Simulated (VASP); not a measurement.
# ZnH2 (P-6m2) in VASP: notebook

Runs on ZnH2. Level: PBE. Tasks: relaxation of cell and atoms, single point.

Everything below comes from runs of VASP 6.6.1. Logs are shortened: lines on timing, memory, paths and dates and some standing lists are left out, and cuts for length are marked.

## (1) The cell of the first run

The structure is hexagonal, space group P-6m2 (No. 187). The conventional cell has a = 3.229 Å, b = 3.229 Å, c = 10.009 Å, α = 90.00°, β = 90.00°, γ = 120.00°. Within 3.0 Å of Zn (site symmetry 3m) lie 6 H at 2.25 Å and 1 Zn at 2.50 Å. Within 3.0 Å of H (site symmetry -6m2) lie 6 Zn at 2.25 Å. Within 4.1 Å of H (site symmetry -6m2) lie 12 H at 3.12 to 3.23 Å. Within 3.0 Å of H (site symmetry 3m) lie 3 Zn at 2.25 Å.

## (2) Relaxation of cell and atoms, PBE

Input file INCAR:

```
PREC = Accurate
ENCUT = 600
EDIFF = 1E-6
ISMEAR = 0
SIGMA = 0.1
LREAL = False
LASPH = True
NELM = 60
ALGO = Normal
ISIF = 3
LWAVE = False
LCHARG = False
GGA = PE
IBRION = 2
NSW = 90
EDIFFG = -0.04
```

Input file KPOINTS:

```
Automatic mesh
0
Gamma
  6 6 2
```

Input file POSCAR:

```
ZnH2
1.0
    3.2287769800      0.0000000000      0.0000000000
   -1.6143884900      2.7962028900      0.0000000000
    0.0000000000      0.0000000000     10.0092086300
Zn H
2 4
Direct
    0.0000000000      0.0000000000      0.8750000000
    0.0000000000      0.0000000000      0.1250000000
    0.3333333300      0.6666666700      0.0000000000
    0.3333333300      0.6666666700      0.5000000000
    0.6666666700      0.3333333300      0.2500000000
    0.6666666700      0.3333333300      0.7500000000
```

Potentials or basis: VASP PAW PBE potentials, release 64 (Zn, H).

Launch:

```sh
> cat potpaw_PBE.64/Zn/POTCAR potpaw_PBE.64/H/POTCAR > POTCAR
> mpirun -np 1 vasp_std > vasp.out
```

OUTCAR:

```text
PREC = Accurate
   ENCUT = 600
   EDIFF = 1E-6
   ISMEAR = 0
   LREAL = False
   LASPH = True
   NELM = 60
   ISIF = 3
   GGA = PE
   IBRION = 2
   NSW = 90
   EDIFFG = -0.04

 ion  position               nearest neighbor table
   1  0.000  0.000  0.875-   2 2.50
   2  0.000  0.000  0.125-   1 2.50
   3  0.333  0.667  0.000-
   4  0.333  0.667  0.500-
   5  0.667  0.333  0.250-
   6  0.667  0.333  0.750-

  LATTYP: Found a hexagonal cell.
 ALAT       =     3.2287769800
 C/A-ratio  =     3.0999999975

  Lattice vectors:

 A1 = (   3.2287769800,   0.0000000000,   0.0000000000)
 A2 = (  -1.6143884900,   2.7962028900,   0.0000000000)
 A3 = (   0.0000000000,   0.0000000000,  10.0092086300)

Analysis of symmetry for initial positions (statically):
=====================================================================
 Subroutine PRICEL returns:
 Original cell was already a primitive cell.

 Routine SETGRP: Setting up the symmetry group for a
 hexagonal supercell.

 Subroutine GETGRP returns: Found 12 space group operations
 (whereof 12 operations were pure point group operations)
 out of a pool of 24 trial point group operations.

The static configuration has the point symmetry D_3h.

Analysis of symmetry for dynamics (positions and initial velocities):
=====================================================================
 Subroutine PRICEL returns:
 Original cell was already a primitive cell.

 Routine SETGRP: Setting up the symmetry group for a
 hexagonal supercell.

 Subroutine GETGRP returns: Found 12 space group operations
 (whereof 12 operations were pure point group operations)
 out of a pool of 24 trial point group operations.

The dynamic configuration has the point symmetry D_3h.

 Subroutine INISYM returns: Found 12 space group operations
 (whereof 12 operations are pure point group operations),
 and found     1 'primitive' translations

----------------------------------------------------------------------------------------

                                     Primitive cell

  volume of cell :      90.3663

  direct lattice vectors                    reciprocal lattice vectors
     3.228776980  0.000000000  0.000000000     0.309714795  0.178813920  0.000000000
    -1.614388490  2.796202890  0.000000000     0.000000000  0.357627840  0.000000000
     0.000000000  0.000000000 10.009208630     0.000000000  0.000000000  0.099907998

  length of vectors
     3.228776980  3.228776982 10.009208630     0.357627840  0.357627840  0.099907998

  position of ions in fractional coordinates (direct lattice)
     0.000000000  0.000000000  0.875000000
     0.000000000  0.000000000  0.125000000
     0.333333330  0.666666670  0.000000000
     0.333333330  0.666666670  0.500000000
     0.666666670  0.333333330  0.250000000
     0.666666670  0.333333330  0.750000000

  ion indices of the primitive-cell ions
   primitive index   ion index
                 1           1
                 2           2
                 3           3
                 4           4
                 5           5
                 6           6

----------------------------------------------------------------------------------------

 KPOINTS: Automatic mesh

Automatic generation of k-mesh.
 Grid dimensions read from file:
 generate k-points for:    6    6    2

 Generating k-lattice:

  Cartesian coordinates                     Fractional coordinates (reciprocal lattice)
     0.051619132  0.029802320  0.000000000     0.166666667  0.000000000  0.000000000
     0.000000000  0.059604640  0.000000000     0.000000000  0.166666667  0.000000000
     0.000000000  0.000000000  0.049953999     0.000000000  0.000000000  0.500000000

  Length of vectors
     0.059604640  0.059604640  0.049953999

  Shift w.r.t. Gamma in fractional coordinates (k-lattice)
     0.000000000  0.000000000  0.000000000

 Subroutine IBZKPT returns following result:
 ===========================================

 Found     14 irreducible k-points:

 Following reciprocal coordinates:
            Coordinates               Weight
  0.000000  0.000000  0.000000      1.000000
  0.166667  0.000000  0.000000      6.000000
  0.333333  0.000000  0.000000      6.000000
  0.500000  0.000000  0.000000      3.000000
  0.166667  0.166667  0.000000      6.000000
  0.333333  0.166667  0.000000     12.000000
  0.333333  0.333333  0.000000      2.000000
  0.000000  0.000000  0.500000      1.000000
  0.166667  0.000000  0.500000      6.000000
  0.333333  0.000000  0.500000      6.000000
  0.500000  0.000000  0.500000      3.000000
  0.166667  0.166667  0.500000      6.000000
  0.333333  0.166667  0.500000     12.000000
  0.333333  0.333333  0.500000      2.000000
   k-points           NKPTS =     14   k-points in BZ     NKDIM =     14   number of bands    NBANDS=     18
   number of dos      NEDOS =    301   number of ions     NIONS =      6
   total plane-waves  NPLWV =  62720
   dimension x,y,z NGX =    28 NGY =   28 NGZ =   80
   dimension x,y,z NGXF=    56 NGYF=   56 NGZF=  160
   ions per type =               2   4
   NGX,Y,Z   is equivalent  to a cutoff of  14.42, 14.42, 13.29 a.u.
   NGXF,Y,Z  is equivalent  to a cutoff of  28.83, 28.83, 26.57 a.u.
 SYSTEM =  unknown system
   PREC   = accura    normal or accurate (medium, high low for compatibility)
   ISTART =      0    job   : 0-new  1-cont  2-samecut
   ICHARG =      2    charge: 1-file 2-atom 10-const
   ISPIN  =      1    spin polarized calculation?
   LNONCOLLINEAR =      F non collinear calculations
   LSORBIT =      F    spin-orbit coupling
   LASPH  =      T    aspherical Exc in radial PAW
   ENCUT  =  600.0 eV  44.10 Ry    6.64 a.u.   6.45  6.45 19.99*2*pi/ulx,y,z
   NELM   =     60;   NELMIN=  2; NELMDL= -5     # of ELM steps
   EDIFF  = 0.1E-05   stopping-criterion for ELM
   LREAL  =      F    real-space projection
   EDIFFG = -.4E-01   stopping-criterion for IOM
   NSW    =     90    number of steps for IOM
   IBRION =      2    ionic relax: 0-MD 1-quasi-New 2-CG
   NFREE  =      1    steps in history (QN), initial steepest desc. (CG)
   ISIF   =      3    stress and relaxation
   ISYM   =      2    0-nonsym 1-usesym 2-fastsym
   POTIM  = 0.5000    time-step for ionic-motion
   TEBEG  =    0.0;   TEEND  =   0.0 temperature during run
   PSTRESS=    0.0 pullay stress
   NELECT =      28.0000    total number of electrons
   NUPDOWN=      -1.0000    fix difference up-down
   EMIN   =  10.00;   EMAX   =-10.00  energy-range for DOS
   EFERMI =   0.00;   METHOD = LEGACY
   ISMEAR =     0;   SIGMA  =   0.10  broadening in eV -4-tet -1-fermi 0-gaus
   EFERMI_NEDOS =   21; number of points for ismear=-14 and -15
   IALGO  =     38    algorithm
   IMIX   =      4    mixing-type and parameters
     AMIX     =   0.40;   BMIX     =  1.00
     AMIX_MAG =   1.60;   BMIX_MAG =  1.00
  volume/ion in A,a.u.               =      15.06       101.64
  Fermi-wavevector in a.u.,A,eV,Ry     =   1.107793  2.093426 16.697147  1.227206
  Thomas-Fermi vector in A             =   2.244312
   LORBIT       =      0    0 simple, 1 ext, 2 COOP (PROOUT), +10 PAW based schemes
   GGA     = PE    functional components
   LHFCALC =     F    Hartree Fock is set to
   AEXX    =    0.0000 exact exchange contribution
   IVDW    =     0    specifies the selected vdW correction
   LEPSILON=     F    determine dielectric tensor
   LRPA    =     F    only Hartree local field effects (RPA)
 conjugate gradient relaxation of ions
 non-spin polarized calculation
 Gauss-broadening in eV      SIGMA  =   0.10
  energy-cutoff  :      600.00
  volume of cell :       90.37
 maximum number of plane-waves:      3052
 NGX is ok and might be reduce to    28

--------------------------------------- Ionic step        1  -------------------------------------------

 number of electron      28.0000029 magnetization

 Free energy of the ion-electron system (eV)
  ---------------------------------------------------
  ext. energy  EPLUGINS =         0.00000000
  ---------------------------------------------------
  free energy    TOTEN  =        -9.87722411 eV

  energy without entropy =       -9.87366319  energy(sigma->0) =       -9.87544365

------------------------ aborting loop because EDIFF is reached ----------------------------------------

  FORCE on cell =-STRESS in cart. coord.  units (eV):
  Direction    XX          YY          ZZ          XY          YZ          ZX
  --------------------------------------------------------------------------------------
  -------------------------------------------------------------------------------------
  Total       -4.6793700     -4.6793700     -4.6856967      0.0000000     -0.0000000      0.0000000
  in kB      -82.9643472    -82.9643473    -83.0765175      0.0000000     -0.0000000      0.0000000
  external PRESSURE =     -83.0017373 kB  Pullay stress =       0.0000000 kB
[... 27 lines left out ...]
--------------------------------------- Ionic step        2  -------------------------------------------

 number of electron      27.9999987 magnetization

 E-fermi :  -1.0425     XC(G=0):  -8.1481

 val. band max:       -1.0728440176   @ k =   0.5000   0.0000   0.0000
 cond. band min:      -1.0151386641   @ k =   0.5000   0.0000   0.0000
 fundamental gap:      0.0577053536
 Fermi energy:        -1.0425026224

 k-point     1 :       0.0000    0.0000    0.0000
  band No.  band energies     occupation
      1     -10.8361      2.00000
      2      -8.8755      2.00000
      3      -8.7604      2.00000
      4      -8.3945      2.00000
      5      -8.3945      2.00000
      6      -8.3217      2.00000
[... 356 lines left out ...]
  FREE ENERGIE OF THE ION-ELECTRON SYSTEM (eV)
  ---------------------------------------------------
  free  energy   TOTEN  =       -11.2763605373 eV

  energy  without entropy=      -11.2649835210  energy(sigma->0) =      -11.27067203

 E-fermi :   0.4318     XC(G=0):  -9.5680

 val. band max:        0.3739319176   @ k =   0.1667   0.1667   0.0000
 cond. band min:       0.4531027956   @ k =   0.1667   0.0000   0.0000
 fundamental gap:      0.0791708780
 Fermi energy:         0.4317548377

 k-point     1 :       0.0000    0.0000    0.0000
  band No.  band energies     occupation
      1     -10.3018      2.00000
      2      -9.0128      2.00000
      3      -7.3947      2.00000
      4      -7.1293      2.00000
      5      -7.1293      2.00000
      6      -7.1006      2.00000
[... 271 lines left out ...]
      5      -7.0510      2.00000
      6      -6.9830      2.00000
[... 10 lines left out ...]
     17       3.5190      0.00000
     18       5.2191      0.00000

[... ionic steps 4 to 26 ...]

--------------------------------------- Ionic step       27  -------------------------------------------

 number of electron      28.0000010 magnetization

------------------------ aborting loop because EDIFF is reached ----------------------------------------
[... 75 lines left out ...]
--------------------------------------- Ionic step       29  -------------------------------------------

 number of electron      28.0000012 magnetization

 Free energy of the ion-electron system (eV)
  ---------------------------------------------------
  ext. energy  EPLUGINS =         0.00000000
  ---------------------------------------------------
  free energy    TOTEN  =       -12.61296230 eV

  energy without entropy =      -12.61042563  energy(sigma->0) =      -12.61169397

 E-fermi :   1.8927     XC(G=0): -10.5215

 val. band max:        1.7308465344   @ k =   0.1667   0.1667   0.0000
 cond. band min:       1.9189508343   @ k =   0.5000   0.0000   0.0000
 fundamental gap:      0.1881042999
 Fermi energy:         1.8927307247

 k-point     1 :       0.0000    0.0000    0.0000
  band No.  band energies     occupation
      1      -9.4306      2.00000
      2      -7.6636      2.00000
      3      -6.0422      2.00000
      4      -5.7332      2.00000
      5      -5.7332      2.00000
      6      -5.7012      2.00000
[... 316 lines left out ...]
  FREE ENERGIE OF THE ION-ELECTRON SYSTEM (eV)
  ---------------------------------------------------
  free  energy   TOTEN  =       -12.6129623006 eV

  energy  without entropy=      -12.6104256294  energy(sigma->0) =      -12.61169397

 reached required accuracy - stopping structural energy minimisation
```

Run time: 14 min. Hardware: 1 thread of AMD EPYC 7R43 (Zen 3), shared host; peak memory 0.22 GiB.

Results:

| Quantity | Value |
| --- | --- |
| Free energy | -12.6130 eV |
| Relaxed volume | 8.19 Å³/atom |
| Relaxed cell | a = 3.044 Å, b = 3.044 Å, c = 6.125 Å, α = 90.00°, β = 90.00°, γ = 120.00° |
| Space group after relaxing (to 0.05 Å) | P-6m2 (No. 187) |
| Energy gained by relaxing | 456.0 meV/atom |
| Ionic steps | 29 |
| Pressure after relaxing | -0.1 GPa |
| Largest force after relaxing | 0.024 eV/Å |
| Band gap on the k mesh | zero (band 14 reaches 3.14 eV, above the bottom of band 15 at 0.70 eV) |

Forces in eV/Å, atoms in the order of the input:
```
Zn   0.000  0.000  0.024
Zn   0.000  0.000 -0.024
H    0.000  0.000  0.000
H    0.000  0.000  0.000
H    0.000  0.000  0.005
H    0.000  0.000 -0.005
```

Stress tensor (GPa, compression positive):
```
-0.15  0.00  0.00
 0.00 -0.15  0.00
 0.00  0.00  0.07
```

The path:
```tsv
step	energy change (eV)	largest force (eV/Å)	pressure (GPa)	volume (Å³)
1	0.0000	1.2547	-8.30	90.37
2	-0.7110	1.0353	-6.93	80.54
3	-1.3991	0.7534	1.69	63.66
4	-1.3988	0.7444	2.13	63.19
5	-1.4772	0.3295	0.84	63.88
6	-1.5195	0.1175	-0.27	64.62
7	-1.5582	0.1547	-2.03	66.09
8	-1.6646	0.2000	-2.35	64.44
9	-2.0209	0.5714	-3.46	59.33
10	-2.3362	0.9312	0.19	47.21
11	-2.4477	0.9453	-1.72	49.38
12	-2.3317	1.0489	-3.25	54.25
13	-2.4382	1.0702	-2.04	50.22
14	-2.4779	0.8705	-1.82	49.41
15	-2.4936	0.5689	-1.16	48.27
16	-2.5340	0.5038	-0.87	48.19
17	-2.6272	0.3433	-0.15	47.92
18	-2.7056	0.1340	2.47	47.29
19	-2.7057	0.1199	2.84	47.22
20	-2.7180	0.0982	1.54	47.96
21	-2.7255	0.0932	-0.24	49.21
22	-2.7266	0.0874	-0.16	49.20
23	-2.7290	0.0711	-0.10	49.15
24	-2.7312	0.0506	0.21	49.06
25	-2.7326	0.0498	0.21	49.13
26	-2.7343	0.0473	-0.11	49.27
27	-2.7338	0.0383	-0.85	49.55
28	-2.7348	0.0444	-0.43	49.39
29	-2.7357	0.0237	-0.07	49.14
```

Final structure:
```yaml
crystal:
  lattice:
    - [3.04370, 0.00000, 0.00000]
    - [-1.52185, 2.63592, 0.00000]
    - [0.00000, 0.00000, 6.12546]
  atoms:
    - { symbol: Zn, position: [0.00000, 0.00000, 0.74896] }
    - { symbol: Zn, position: [0.00000, 0.00000, 0.25104] }
    - { symbol: H, position: [0.33333, 0.66667, 0.00000] }
    - { symbol: H, position: [0.33333, 0.66667, 0.50000] }
    - { symbol: H, position: [0.66667, 0.33333, 0.24859] }
    - { symbol: H, position: [0.66667, 0.33333, 0.75141] }
```

Caveat: the k points lie up to 0.51 Å⁻¹ apart in the final cell; the volume moved by over 15 % at a fixed basis, so the end points are rough.

## (3) Single point, PBE

This run uses another cell than the first one: it holds 3 atoms, not 6.

Input file INCAR:

```
SYSTEM = ZnH2
PREC = Accurate
ENCUT = 520
EDIFF = 1E-6
ISMEAR = 0
SIGMA = 0.1
LREAL = .False.
LASPH = .True.
NELM = 100
ALGO = Normal
ISIF = 2
LWAVE = .False.
LCHARG = .False.
GGA = PE
NBANDS = 14
```

Input file KPOINTS:

```
regular mesh
0
Gamma
  18 18 16
  0 0 0
```

Input file POSCAR:

```
ZnH2
1.0
    3.0746889310      0.0000000000      0.0000000000
   -1.5373444655      2.6627587230      0.0000000000
    0.0000000000      0.0000000000      2.9367557919
Zn H
1 2
Direct
    0.0000000000      0.0000000000      0.5000000000
    0.3333333333      0.6666666667      0.0000000000
    0.6666666667      0.3333333333      0.5000000000
```

Potentials or basis: VASP PAW PBE potentials, release 64 (Zn, H).

Launch:

```sh
> cat potpaw_PBE.64/Zn/POTCAR potpaw_PBE.64/H/POTCAR > POTCAR
> mpirun -np 1 vasp_std > vasp.out
```

Run time: 1.9 min. Hardware: 1 thread of AMD EPYC 7R43 (Zen 3), shared host; peak memory 0.18 GiB.

Results (log left out):

* Free energy: -6.2818 eV
* Pressure: 0.1 GPa
* Band gap on the k mesh: zero (band 7 reaches 3.52 eV, above the bottom of band 8 at -0.27 eV)

Stress tensor (GPa, compression positive):
```
 0.23  0.00  0.00
 0.00  0.23  0.00
 0.00  0.00 -0.07
```

Levels at points of the mesh, in eV from the Fermi level:
| k point | band 3 | band 4 | band 5 | band 6 | band 7 | band 8 | band 9 | band 10 | band 11 | band 12 |
| --- | --- | --- | --- | --- | --- | --- | --- | --- | --- | --- |
| (0.00, 0.00, 0.00) | -7.41 | -7.41 | -7.02 | -7.02 | 1.67 | 7.61 | 10.77 | 10.77 | 10.78 | 12.78 |
| (0.50, 0.00, 0.00) | -7.22 | -7.06 | -7.01 | -6.50 | -4.19 | 3.26 | 5.98 | 12.05 | 12.41 | 13.77 |
| (0.00, 0.00, 0.50) | -7.37 | -7.20 | -7.20 | -5.90 | -5.75 | 9.01 | 9.41 | 13.82 | 13.82 | 17.24 |
| (0.50, 0.00, 0.50) | -7.27 | -6.99 | -6.92 | -4.02 | -1.87 | 0.46 | 1.85 | 9.04 | 10.16 | 10.24 |
